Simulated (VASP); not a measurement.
Here is a VASP 6.6.1 calculation.

The input INCAR:

```
SYSTEM = LaTe
  PREC = Accurate
  ENCUT = 500
  EDIFF = 1E-6
  ISMEAR = -1
  SIGMA = 0.2
  LREAL = .FALSE.
  LASPH = .TRUE.
  NELM = 200
  ALGO = Normal
  ISIF = 2
  LWAVE = .FALSE.
  LCHARG = .TRUE.
  GGA = PS
  LELF = .TRUE.
  LVHAR = .TRUE.
  NBANDS = 16
  GGA_COMPAT = .FALSE.
  LMAXMIX = 6
```

KPOINTS

```
Automatic mesh
0
G
  5 5 5
  0 0 0
```

The input POSCAR:

```
LaTe
1.0
    0.0000000000      3.2180000000      3.2180000000
    3.2180000000      0.0000000000      3.2180000000
    3.2180000000      3.2180000000      0.0000000000
La Te
1 1
Direct
    0.0000000000      0.0000000000      0.0000000000
    0.5000000000      0.5000000000      0.5000000000
```

Potentials or basis: VASP PAW PBE potentials, release 64 (La, Te).

The run is started by

```bash
$ cat potpaw_PBE.64/La/POTCAR potpaw_PBE.64/Te/POTCAR > POTCAR
$ mpirun -np 1 vasp_std > vasp.out
```

(1) What does it give for the pressure?

## Answers

(1) -1.0 GPa.

Caveat: the PAW data sets were made with another functional, which shifts forces and pressure a little.
